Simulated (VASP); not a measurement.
# SrTiO3 (Pm-3m) in VASP: a series of runs

The runs below take SrTiO3 through single point, with PBE, PBE+D3(BJ).

All numbers are computed with VASP 6.6.1; they aren't measurements. Logs are shortened: lines on timing, memory, paths and dates and some standing lists are left out, and cuts for length are marked.

## (1) The cell of the first run

It takes space group Pm-3m (No. 221, cubic). The conventional cell has a = 3.913 Å, b = 3.913 Å, c = 3.913 Å, α = 90.00°, β = 90.00°, γ = 90.00°. Within 3.6 Å of Sr (site symmetry m-3m) lie 12 O at 2.77 Å and 8 Ti at 3.39 Å. Ti (site symmetry m-3m) has 6 O at 1.96 Å within 2.6 Å. Within 2.6 Å of O (site symmetry 4/mmm) lie 2 Ti at 1.96 Å.

## (2) Single point, PBE, collinear spin, ferromagnetic start

File INCAR:

```
SYSTEM = SrTiO3
PREC = Accurate ; ENCUT = 520
EDIFF = 1E-6 ; ISMEAR = 0
SIGMA = 0.1 ; LREAL = .False.
LASPH = .True. ; NELM = 150
ALGO = Normal ; ISIF = 2
LWAVE = .False. ; LCHARG = .False.
ISPIN = 2 ; MAGMOM = 0 1 0 0 0
LORBIT = 11 ; LMAXMIX = 4
GGA = PE ; NBANDS = 32
```

File KPOINTS:

```
Automatic mesh
0
Gamma
  4 4 4
  0 0 0
```

File POSCAR:

```
SrTiO3
1.0
    3.9127013100      0.0000000000      0.0000000000
    0.0000000000      3.9127013100      0.0000000000
    0.0000000000      0.0000000000      3.9127013100
Sr Ti O
1 1 3
Direct
    0.0000000000      0.0000000000      0.0000000000
    0.5000000000      0.5000000000      0.5000000000
    0.5000000000      0.0000000000      0.5000000000
    0.5000000000      0.5000000000      0.0000000000
    0.0000000000      0.5000000000      0.5000000000
```

Potentials or basis: VASP PAW PBE potentials, release 64 (Sr_sv, Ti_sv, O).

Started as:

```console
> cat potpaw_PBE.64/Sr_sv/POTCAR potpaw_PBE.64/Ti_sv/POTCAR potpaw_PBE.64/O/POTCAR > POTCAR
> mpirun -np 1 vasp_std > vasp.out
```

OUTCAR:

```text
SYSTEM = SrTiO3
   PREC = Accurate
   ENCUT = 520
   EDIFF = 1E-6
   ISMEAR = 0
   LREAL = .False.
   LASPH = .True.
   NELM = 150
   ISIF = 2
   ISPIN = 2
   LORBIT = 11
   GGA = PE

 ion  position               nearest neighbor table
   1  0.000  0.000  0.000-   3 2.77   4 2.77   5 2.77   3 2.77   5 2.77   4 2.77   5 2.77   5 2.77
                             3 2.77   4 2.77   3 2.77   4 2.77   2 3.39   2 3.39   2 3.39   2 3.39
   2  0.500  0.500  0.500-   3 1.96   4 1.96   5 1.96   4 1.96   3 1.96   5 1.96   1 3.39   1 3.39
                             1 3.39   1 3.39   1 3.39   1 3.39   1 3.39   1 3.39
   3  0.500  0.000  0.500-   2 1.96   2 1.96   1 2.77   1 2.77   1 2.77   1 2.77
   4  0.500  0.500  0.000-   2 1.96   2 1.96   1 2.77   1 2.77   1 2.77   1 2.77
   5  0.000  0.500  0.500-   2 1.96   2 1.96   1 2.77   1 2.77   1 2.77   1 2.77

  LATTYP: Found a simple cubic cell.
 ALAT       =     3.9127013100

  Lattice vectors:

 A1 = (   3.9127013100,   0.0000000000,   0.0000000000)
 A2 = (   0.0000000000,   3.9127013100,   0.0000000000)
 A3 = (   0.0000000000,   0.0000000000,   3.9127013100)

Analysis of symmetry for initial positions (statically):
=====================================================================
 Subroutine PRICEL returns:
 Original cell was already a primitive cell.

 Routine SETGRP: Setting up the symmetry group for a
 simple cubic supercell.

 Subroutine GETGRP returns: Found 48 space group operations
 (whereof 48 operations were pure point group operations)
 out of a pool of 48 trial point group operations.

The static configuration has the point symmetry O_h .

Analysis of symmetry for dynamics (positions and initial velocities):
=====================================================================
 Subroutine PRICEL returns:
 Original cell was already a primitive cell.

 Routine SETGRP: Setting up the symmetry group for a
 simple cubic supercell.

 Subroutine GETGRP returns: Found 48 space group operations
 (whereof 48 operations were pure point group operations)
 out of a pool of 48 trial point group operations.

The dynamic configuration has the point symmetry O_h .

Analysis of structural, dynamic, and magnetic symmetry:
=====================================================================
 Subroutine PRICEL returns:
 Original cell was already a primitive cell.

 Routine SETGRP: Setting up the symmetry group for a
 simple cubic supercell.

 Subroutine GETGRP returns: Found 48 space group operations
 (whereof 48 operations were pure point group operations)
 out of a pool of 48 trial point group operations.

The overall configuration has the point symmetry O_h .

 Subroutine INISYM returns: Found 48 space group operations
 (whereof 48 operations are pure point group operations),
 and found     1 'primitive' translations

----------------------------------------------------------------------------------------

                                     Primitive cell

  volume of cell :      59.9005

  direct lattice vectors                    reciprocal lattice vectors
     3.912701310  0.000000000  0.000000000     0.255577904  0.000000000  0.000000000
     0.000000000  3.912701310  0.000000000     0.000000000  0.255577904  0.000000000
     0.000000000  0.000000000  3.912701310     0.000000000  0.000000000  0.255577904

  length of vectors
     3.912701310  3.912701310  3.912701310     0.255577904  0.255577904  0.255577904

  position of ions in fractional coordinates (direct lattice)
     0.000000000  0.000000000  0.000000000
     0.500000000  0.500000000  0.500000000
     0.500000000  0.000000000  0.500000000
     0.500000000  0.500000000  0.000000000
     0.000000000  0.500000000  0.500000000

  ion indices of the primitive-cell ions
   primitive index   ion index
                 1           1
                 2           2
                 3           3
                 4           4
                 5           5

[... 29 lines left out ...]
  0.250000  0.000000  0.000000      6.000000
  0.500000  0.000000  0.000000      3.000000
  0.250000  0.250000  0.000000     12.000000
  0.500000  0.250000  0.000000     12.000000
  0.500000  0.500000  0.000000      3.000000
  0.250000  0.250000  0.250000      8.000000
  0.500000  0.250000  0.250000     12.000000
  0.500000  0.500000  0.250000      6.000000
  0.500000  0.500000  0.500000      1.000000
   k-points           NKPTS =     10   k-points in BZ     NKDIM =     10   number of bands    NBANDS=     32
   number of dos      NEDOS =    301   number of ions     NIONS =      5
   total plane-waves  NPLWV =  27000
   dimension x,y,z NGX =    30 NGY =   30 NGZ =   30
   dimension x,y,z NGXF=    60 NGYF=   60 NGZF=   60
   ions per type =               1   1   3
   NGX,Y,Z   is equivalent  to a cutoff of  12.75, 12.75, 12.75 a.u.
   NGXF,Y,Z  is equivalent  to a cutoff of  25.49, 25.49, 25.49 a.u.
 SYSTEM =  SrTiO3
   PREC   = accura    normal or accurate (medium, high low for compatibility)
   ISTART =      0    job   : 0-new  1-cont  2-samecut
   ICHARG =      2    charge: 1-file 2-atom 10-const
   ISPIN  =      2    spin polarized calculation?
   LNONCOLLINEAR =      F non collinear calculations
   LSORBIT =      F    spin-orbit coupling
   LASPH  =      T    aspherical Exc in radial PAW
   ENCUT  =  520.0 eV  38.22 Ry    6.18 a.u.   7.28  7.28  7.28*2*pi/ulx,y,z
   NELM   =    150;   NELMIN=  2; NELMDL= -5     # of ELM steps
   EDIFF  = 0.1E-05   stopping-criterion for ELM
   LREAL  =      F    real-space projection
   EDIFFG = 0.1E-04   stopping-criterion for IOM
   NSW    =      0    number of steps for IOM
   IBRION =     -1    ionic relax: 0-MD 1-quasi-New 2-CG
   NFREE  =      0    steps in history (QN), initial steepest desc. (CG)
   ISIF   =      2    stress and relaxation
   ISYM   =      2    0-nonsym 1-usesym 2-fastsym
   POTIM  = 0.5000    time-step for ionic-motion
   TEBEG  =    0.0;   TEEND  =   0.0 temperature during run
   PSTRESS=    0.0 pullay stress
   NELECT =      40.0000    total number of electrons
   NUPDOWN=      -1.0000    fix difference up-down
   EMIN   =  10.00;   EMAX   =-10.00  energy-range for DOS
   EFERMI =   0.00;   METHOD = LEGACY
   ISMEAR =     0;   SIGMA  =   0.10  broadening in eV -4-tet -1-fermi 0-gaus
   EFERMI_NEDOS =   21; number of points for ismear=-14 and -15
   IALGO  =     38    algorithm
   IMIX   =      4    mixing-type and parameters
     AMIX     =   0.40;   BMIX     =  1.00
     AMIX_MAG =   1.60;   BMIX_MAG =  1.00
  volume/ion in A,a.u.               =      11.98        80.85
  Fermi-wavevector in a.u.,A,eV,Ry     =   1.430929  2.704064 27.858721  2.047558
  Thomas-Fermi vector in A             =   2.550721
   LORBIT       =     11    0 simple, 1 ext, 2 COOP (PROOUT), +10 PAW based schemes
   GGA     = PE    functional components
   LHFCALC =     F    Hartree Fock is set to
   AEXX    =    0.0000 exact exchange contribution
   IVDW    =     0    specifies the selected vdW correction
   LEPSILON=     F    determine dielectric tensor
   LRPA    =     F    only Hartree local field effects (RPA)
 spin polarized calculation
 Gauss-broadening in eV      SIGMA  =   0.10
  energy-cutoff  :      520.00
  volume of cell :       59.90
 maximum number of plane-waves:      1640
 NGX is ok and might be reduce to    30
   NGX = 15   NGY = 15   NGZ = 15

 number of electron      40.0000001 magnetization       0.0001718

 number of electron      40.0000001 magnetization      -0.0000542

 Free energy of the ion-electron system (eV)
  ---------------------------------------------------
  ext. energy  EPLUGINS =         0.00000000
  ---------------------------------------------------
  free energy    TOTEN  =       -40.06881550 eV

  energy without entropy =      -40.06881550  energy(sigma->0) =      -40.06881550

 E-fermi :   4.6750     XC(G=0): -11.2399

 val. band max:        4.1217561692   @ k =   0.5000   0.5000   0.5000
 cond. band min:       5.9478810659   @ k =   0.0000   0.0000   0.0000
 fundamental gap:      1.8261248967
 Fermi energy:         4.6749628123

 spin component 1

 k-point     1 :       0.0000    0.0000    0.0000
  band No.  band energies     occupation
      1     -52.3929      1.00000
      2     -28.6895      1.00000
      3     -28.6341      1.00000
      4     -28.6341      1.00000
      5     -28.6341      1.00000
      6     -13.2860      1.00000
[... 339 lines left out ...]
     31      14.2784      0.00000
     32      18.4298      0.00000
 Fermi energy:         4.6749628123

 spin component 2

 k-point     1 :       0.0000    0.0000    0.0000
  band No.  band energies     occupation
      1     -52.3930      1.00000
      2     -28.6896      1.00000
      3     -28.6341      1.00000
      4     -28.6341      1.00000
      5     -28.6341      1.00000
      6     -13.2860      1.00000
[... 339 lines left out ...]
     31      14.2783      0.00000
     32      18.4298      0.00000

------------------------ aborting loop because EDIFF is reached ----------------------------------------

  FORCE on cell =-STRESS in cart. coord.  units (eV):
  Direction    XX          YY          ZZ          XY          YZ          ZX
  --------------------------------------------------------------------------------------
  -------------------------------------------------------------------------------------
  Total        1.4608321      1.4608321      1.4608321     -0.0000000      0.0000000     -0.0000000
  in kB       39.0733632     39.0733632     39.0733632     -0.0000000      0.0000000     -0.0000000
  external PRESSURE =      39.0733632 kB  Pullay stress =       0.0000000 kB

 VOLUME and BASIS-vectors are now :
 -----------------------------------------------------------------------------
  energy-cutoff  :      520.00
  volume of cell :       59.90
      direct lattice vectors                 reciprocal lattice vectors
     3.912701310  0.000000000  0.000000000     0.255577904  0.000000000  0.000000000
     0.000000000  3.912701310  0.000000000     0.000000000  0.255577904  0.000000000
     0.000000000  0.000000000  3.912701310     0.000000000  0.000000000  0.255577904

 POSITION                                       TOTAL-FORCE (eV/Angst)
 -----------------------------------------------------------------------------------
      0.00000      0.00000      0.00000         0.000000      0.000000      0.000000
      1.95635      1.95635      1.95635         0.000000      0.000000      0.000000
      1.95635      0.00000      1.95635         0.000000      0.000000      0.000000
      1.95635      1.95635      0.00000         0.000000      0.000000      0.000000
      0.00000      1.95635      1.95635         0.000000      0.000000      0.000000
 -----------------------------------------------------------------------------------
    total drift:                                0.000000      0.000000     -0.000000

  FREE ENERGIE OF THE ION-ELECTRON SYSTEM (eV)
  ---------------------------------------------------
  free  energy   TOTEN  =       -40.0688154963 eV

  energy  without entropy=      -40.0688154963  energy(sigma->0) =      -40.06881550

 total charge

# of ion       s       p       d       tot
------------------------------------------
    1        1.998   5.795   0.199   7.993
    2        2.229   6.318   1.749  10.296
    3        1.564   3.492   0.000   5.055
    4        1.564   3.492   0.000   5.055
    5        1.564   3.492   0.000   5.055
--------------------------------------------------
tot          8.919  22.588   1.949  33.456

 magnetization (x)

# of ion       s       p       d       tot
------------------------------------------
    1        0.000   0.000  -0.000   0.000
    2        0.000  -0.000  -0.000  -0.000
    3        0.000   0.000   0.000   0.000
    4        0.000   0.000   0.000   0.000
    5        0.000   0.000   0.000   0.000
--------------------------------------------------
tot          0.000   0.000  -0.000  -0.000
```

It took 35 s on 1 thread of Intel Xeon Platinum 8488C (Sapphire Rapids), shared host; peak memory 0.2 GiB.

Results:

```yaml
Free_energy: -40.0688 eV
Pressure: 3.9 GPa
Band_gap_on_the_k_mesh: 1.83 eV, indirect (least direct gap 2.19 eV)
Net_moment: 0.00 μB per cell
Valence_electrons_inside_the_program's_atomic_spheres: Sr 7.99; Ti 10.30; O 5.05
```

## (3) Single point, PBE+D3(BJ)

File INCAR:

```
  PREC = Accurate
  ENCUT = 600
  EDIFF = 1E-6
  ISMEAR = 1
  SIGMA = 0.0051
  LREAL = F
  LASPH = T
  NELM = 120
  ALGO = Normal
  ISIF = 2
  LWAVE = F
  LCHARG = F
  GGA = PE
  IVDW = 12
  NBANDS = 28
  GGA_COMPAT = F
```

File KPOINTS:

```
Automatic mesh
0
Gamma
  1 1 1
  0.5 0.5 0.5
```

POSCAR is that of step 2.

Potentials or basis: VASP PAW PBE potentials, release 64 (Sr_sv, Ti_sv, O).

Started as:

```console
> cat potpaw_PBE.64/Sr_sv/POTCAR potpaw_PBE.64/Ti_sv/POTCAR potpaw_PBE.64/O/POTCAR > POTCAR
> mpirun -np 1 vasp_std > vasp.out
```

It took 7.6 s on 1 thread of Intel Xeon 6975P-C, shared host; peak memory 0.19 GiB.

It converged, with:

| Quantity | Value |
| --- | --- |
| Free energy | -45.4034 eV |
| Pressure | -3.8 GPa |
| Band gap on the k mesh | 5.18 eV |
| Dispersion energy per atom | -0.264 eV |

Levels at points of the mesh, in eV from the valence-band top:
```tsv
k point	band 17	band 18	band 19	band 20	band 21	band 22	band 23	band 24
(0.50, 0.50, 0.50)	-3.79	0.00	0.00	0.00	5.18	5.18	5.18	6.17
```

Caveat: the k points lie up to 1.61 Å⁻¹ apart. A k mesh can miss the band edges.

## (4) Single point, PBE, collinear spin, ferromagnetic start

File INCAR:

```
SYSTEM = SrTiO3
PREC = Accurate ; ENCUT = 600
EDIFF = 1E-6 ; ISMEAR = 1
SIGMA = 0.1 ; LREAL = .False.
LASPH = .True. ; NELM = 200
ALGO = Normal ; ISIF = 2
LWAVE = .False. ; LCHARG = .False.
ISPIN = 2 ; MAGMOM = 0 2 0 0 0
LORBIT = 11 ; LMAXMIX = 4
GGA = PE ; NBANDS = 32
GGA_COMPAT = .False.
```

File KPOINTS:

```
regular mesh
0
Gamma
  1 1 1
  0 0 0
```

POSCAR is that of step 3.

Started as:

```console
> cat potpaw_PBE.64/Sr_sv/POTCAR potpaw_PBE.64/Ti_sv/POTCAR potpaw_PBE.64/O/POTCAR > POTCAR
> mpirun -np 1 vasp_gam > vasp.out
```

Wall time 2 min (1 thread of Intel Xeon 6975P-C, shared host); peak memory 0.2 GiB.

The run converged. Its results:

* Free energy: -21.5909 eV
* Pressure: 56.3 GPa
* Band gap on the k mesh: 0.06 eV
* Net moment: 1.12 μB per cell
* Site moments: Sr +0.01; Ti +0.01; O +0.32 μB
* Valence electrons inside the program's atomic spheres: Sr 7.89; Ti 9.93; O 5.19

Levels at points of the mesh, in eV from the valence-band top:
Spin up:
```tsv
k point	band 16	band 17	band 18	band 19	band 20	band 21	band 22	band 23	band 24	band 25
(0.00, 0.00, 0.00)	-1.33	-1.33	-0.61	-0.61	-0.61	0.06	0.06	0.06	2.47	2.47
```
Spin down:
```
           k point  band 17  band 18  band 19  band 20  band 21  band 22  band 23  band 24
(0.00, 0.00, 0.00)    -0.91     0.00     0.00     0.00     0.06     0.06     0.06     2.53
```

Caveat: the k points lie up to 1.61 Å⁻¹ apart.

## (5) Single point, PBE

File INCAR:

```
SYSTEM = SrTiO3
PREC     = Accurate       ! precision mode
ENCUT    = 600            ! plane-wave cutoff, eV
EDIFF    = 1E-6           ! SCF threshold, eV
ISMEAR   = 0              ! smearing method
SIGMA    = 0.12           ! smearing width, eV
LREAL    = .FALSE.        ! projectors in reciprocal space
LASPH    = .TRUE.         ! aspherical terms in the spheres
NELM     = 120            ! most SCF steps
ALGO     = Normal         ! electronic algorithm
ISIF     = 2              ! what is computed and relaxed
LWAVE    = .FALSE.        ! write WAVECAR
LCHARG   = .TRUE.         ! write CHGCAR
GGA      = PE             ! functional
LELF     = .TRUE.         ! ELF
LVHAR    = .TRUE.       
NBANDS   = 28             ! bands
GGA_COMPAT= .FALSE.
```

File KPOINTS:

```
regular mesh
0
G
  2 2 2
  0 0 0
```

POSCAR is that of step 4.

Potentials or basis: VASP PAW PBE potentials, release 64 (Sr_sv, Ti_sv, O).

Started as:

```console
> cat potpaw_PBE.64/Sr_sv/POTCAR potpaw_PBE.64/Ti_sv/POTCAR potpaw_PBE.64/O/POTCAR > POTCAR
> mpirun -np 1 vasp_std > vasp.out
```

OUTCAR:

```text
SYSTEM = SrTiO3
   PREC = Accurate
   ENCUT = 600
   EDIFF = 1E-6
   ISMEAR = 0
   LREAL = .FALSE.
   LASPH = .TRUE.
   NELM = 120
   ISIF = 2
   GGA = PE

 ion  position               nearest neighbor table
   1  0.000  0.000  0.000-   3 2.77   4 2.77   5 2.77   3 2.77   5 2.77   4 2.77   5 2.77   5 2.77
                             3 2.77   4 2.77   3 2.77   4 2.77   2 3.39   2 3.39   2 3.39   2 3.39
   2  0.500  0.500  0.500-   3 1.96   4 1.96   5 1.96   4 1.96   3 1.96   5 1.96   1 3.39   1 3.39
                             1 3.39   1 3.39   1 3.39   1 3.39   1 3.39   1 3.39
[... 309 lines left out ...]
  -------------------------------------------------------------------------------------
  Total        2.2592205      2.2592205      2.2592205      0.0000000      0.0000000     -0.0000000
  in kB       60.4281243     60.4281243     60.4281243      0.0000000      0.0000000     -0.0000000
  external PRESSURE =      60.4281243 kB  Pullay stress =       0.0000000 kB

 VOLUME and BASIS-vectors are now :
 -----------------------------------------------------------------------------
  energy-cutoff  :      600.00
  volume of cell :       59.90
      direct lattice vectors                 reciprocal lattice vectors
     3.912701310  0.000000000  0.000000000     0.255577904  0.000000000  0.000000000
     0.000000000  3.912701310  0.000000000     0.000000000  0.255577904  0.000000000
     0.000000000  0.000000000  3.912701310     0.000000000  0.000000000  0.255577904

 POSITION                                       TOTAL-FORCE (eV/Angst)
 -----------------------------------------------------------------------------------
      0.00000      0.00000      0.00000         0.000000      0.000000      0.000000
      1.95635      1.95635      1.95635         0.000000      0.000000      0.000000
      1.95635      0.00000      1.95635         0.000000      0.000000      0.000000
      1.95635      1.95635      0.00000         0.000000      0.000000      0.000000
      0.00000      1.95635      1.95635         0.000000      0.000000      0.000000
 -----------------------------------------------------------------------------------
    total drift:                                0.000000     -0.000000     -0.000000

  FREE ENERGIE OF THE ION-ELECTRON SYSTEM (eV)
  ---------------------------------------------------
  free  energy   TOTEN  =       -39.3246303441 eV

  energy  without entropy=      -39.3246303441  energy(sigma->0) =      -39.32463034
```

stdout:

```text
POSCAR found type information on POSCAR SrTiO
 POSCAR found :  3 types and       5 ions
 scaLAPACK will be used
 LDA part: xc-table for (Slater+PW92), standard interpolation
 POSCAR, INCAR and KPOINTS ok, starting setup
 FFT: planning ... GRIDC
 FFT: planning ... GRID_SOFT
 FFT: planning ... GRID
 WAVECAR not read
 entering main loop
```

It took 13 s on 1 thread of Intel Xeon 6975P-C, shared host; peak memory 0.18 GiB.

Results:

* Free energy: -39.3246 eV
* Pressure: 6.0 GPa
* Band gap on the k mesh: 1.46 eV, indirect (least direct gap 1.82 eV)

Levels at points of the mesh, in eV from the valence-band top:
| k point | band 17 | band 18 | band 19 | band 20 | band 21 | band 22 | band 23 | band 24 |
| --- | --- | --- | --- | --- | --- | --- | --- | --- |
| (0.00, 0.00, 0.00) | -1.17 | -0.37 | -0.37 | -0.37 | 1.46 | 1.46 | 1.46 | 3.83 |
| (0.50, 0.00, 0.00) | -2.43 | -1.99 | -0.75 | -0.75 | 1.61 | 3.40 | 3.40 | 3.85 |
| (0.50, 0.50, 0.00) | -1.77 | -1.58 | -1.58 | -0.09 | 3.40 | 3.40 | 3.82 | 4.85 |
| (0.50, 0.50, 0.50) | -3.81 | 0.00 | 0.00 | 0.00 | 4.04 | 4.04 | 4.04 | 6.84 |

Caveat: the k points lie up to 0.80 Å⁻¹ apart.

## (6) Overview

| level | spin | k mesh | cutoff (eV) | smearing | gap on the mesh (eV) | pressure (GPa) | moment (μB) |
| --- | --- | --- | --- | --- | --- | --- | --- |
| PBE | collinear, ferromagnetic start | 4 × 4 × 4 | 520 | gaussian 0.1 eV | 1.83 | 3.9 | 0.00 |
| PBE+D3(BJ) | off | 1 × 1 × 1, shifted | 600 | methfessel-paxton 0.0051 eV | 5.18 | -3.8 | - |
| PBE | collinear, ferromagnetic start | 1 × 1 × 1 | 600 | methfessel-paxton 0.1 eV | 0.06 | 56.3 | 1.12 |
| PBE | off | 2 × 2 × 2 | 600 | gaussian 0.12 eV | 1.46 | 6.0 | - |

Alike in all rows: task single point; potentials or basis VASP PAW PBE potentials, release 64 (Sr_sv, Ti_sv, O); cell as given.

Caveats: some runs use coarse meshes.

Total energies depend on the potentials used, so only differences within one code and one set of settings carry meaning.
